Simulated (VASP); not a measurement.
A run of VASP 6.6.1:

Contents of INCAR:

```
PREC = Accurate ; ENCUT = 600
EDIFF = 1E-6 ; ISMEAR = -1
SIGMA = 0.08 ; LREAL = False
LASPH = True ; NELM = 150
ALGO = Normal ; ISIF = 3
LWAVE = False ; LCHARG = False
ISPIN = 2 ; MAGMOM = 2.5
LORBIT = 11 ; LMAXMIX = 4
GGA = PE ; IBRION = 2
NSW = 60 ; EDIFFG = -0.005
PSTRESS = 740.0
```

The input KPOINTS:

```
Automatic mesh
0
Gamma
  20 20 20
```

POSCAR

```
Fe
1.0
   -1.3138612374      1.3138612374      1.3138612374
    1.3138612374     -1.3138612374      1.3138612374
    1.3138612374      1.3138612374     -1.3138612374
Fe
1
Direct
    0.0000000000      0.0000000000      0.0000000000
```

Potentials or basis: VASP PAW PBE potentials, release 64 (Fe).

Command:

```sh
$ cat potpaw_PBE.64/Fe/POTCAR > POTCAR
$ mpirun -np 1 vasp_std > vasp.out
```

Hardware: 1 thread of AMD EPYC 7R13, on a shared host.

Q: Estimate the wall time of this run.

A: Run time: 3.2 min on 1 thread of AMD EPYC 7R13 (shared host), peak memory 0.13 GiB. Counts: scf iterations 30, k points 256, ion steps 5.
